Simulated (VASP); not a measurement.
Write the native input for VASP 6.6.1 that does the following.

| Quantity | Value |
| --- | --- |
| Task | single point |
| Functional | PBE-based screened hybrid with 25 % exact exchange |
| Potentials or basis | VASP PAW PBE potentials, release 64 (Zr_sv, C) |
| Cutoff | 520 eV |
| k mesh | 5 × 5 × 5 |
| Occupations | fermi-dirac, width 0.05 eV |
| Spin | no spin polarisation |
| Dipole correction | no |
| Grid for exact exchange (PRECFOCK) | Normal |
| Share of exact exchange | 0.25 |
| Further INCAR settings | ALGO = Normal; EDIFF = 1e-06; NBANDS = 15 |
| Screening parameter | 0.15 1/Å |

The system is ZrC.

```
CELL_PARAMETERS angstrom
0.03176 2.34785 2.33822
2.40638 0.02779 2.34218
2.40352 2.34896 0.03065
ATOMIC_POSITIONS crystal
Zr 0.50288 0.49615 0.50634
C 0.99712 0.00385 0.99366
```

These files were run (other wordings do the same):

POSCAR

```
ZrC
1.0
    0.0317580200      2.3478462000      2.3382161500
    2.4063825400      0.0277899300      2.3421842400
    2.4035244100      2.3489561500      0.0306480600
Zr C
1 1
Direct
    0.5028817700      0.4961493300      0.5063366100
    0.9971182300      0.0038506700      0.9936633900
```

INCAR.step1

```
SYSTEM = ZrC
ALGO     = Normal         ! electronic algorithm
EDIFF    = 1E-5           ! SCF threshold, eV
ENCUT    = 520            ! plane-wave cutoff, eV
GGA      = PE             ! functional
ISIF     = 2              ! what is computed and relaxed
ISMEAR   = -1             ! smearing method
LASPH    = .TRUE.         ! aspherical terms in the spheres
LCHARG   = .FALSE.        ! write CHGCAR
LREAL    = .FALSE.        ! projectors in reciprocal space
LWAVE    = .TRUE.         ! write WAVECAR
NBANDS   = 15             ! bands
NELM     = 100            ! most SCF steps
PREC     = Accurate       ! precision mode
SIGMA    = 0.05           ! smearing width, eV
```

INCAR.step2

```
SYSTEM = ZrC
AEXX     = 0.25           ! exact-exchange fraction
ALGO     = Normal         ! electronic algorithm
EDIFF    = 1E-6           ! SCF threshold, eV
ENCUT    = 520            ! plane-wave cutoff, eV
GGA      = PE             ! functional
HFSCREEN = 0.15           ! screening, 1/A
ISIF     = 2              ! what is computed and relaxed
ISMEAR   = -1             ! smearing method
ISTART   = 1            
LASPH    = .TRUE.         ! aspherical terms in the spheres
LCHARG   = .FALSE.        ! write CHGCAR
LHFCALC  = .TRUE.         ! exact exchange
LREAL    = .FALSE.        ! projectors in reciprocal space
LWAVE    = .FALSE.        ! write WAVECAR
NBANDS   = 15             ! bands
NELM     = 100            ! most SCF steps
PREC     = Accurate       ! precision mode
PRECFOCK = Normal       
SIGMA    = 0.05           ! smearing width, eV
```

KPOINTS

```
k-points
0
G
  5 5 5
  0 0 0
```

Potentials or basis: VASP PAW PBE potentials, release 64 (Zr_sv, C).

Command:

```sh
$ cat potpaw_PBE.64/Zr_sv/POTCAR potpaw_PBE.64/C/POTCAR > POTCAR
$ cp INCAR.step1 INCAR
$ mpirun -np 1 vasp_std > vasp.out
$ cp INCAR.step2 INCAR
$ mpirun -np 1 vasp_std > vasp.out
```

It gave:

```yaml
Pressure: -0.2 GPa
Largest_force: 0.162 eV/Å
Band_gap_on_the_k_mesh: zero (bands 8 and 9 overlap by 1.34 eV)
```

Caveat: the k points lie up to 0.47 Å⁻¹ apart, too coarse for converged energies and pressures of a metal; the PAW data sets were made with another functional, which shifts forces and pressure a little.

Wall time 66 min on 1 thread of Intel(R) Xeon(R) Platinum 8259CL CPU @ 2.50GHz (Skylake/Cascade Lake), on a shared host, peak memory 0.28 GiB.
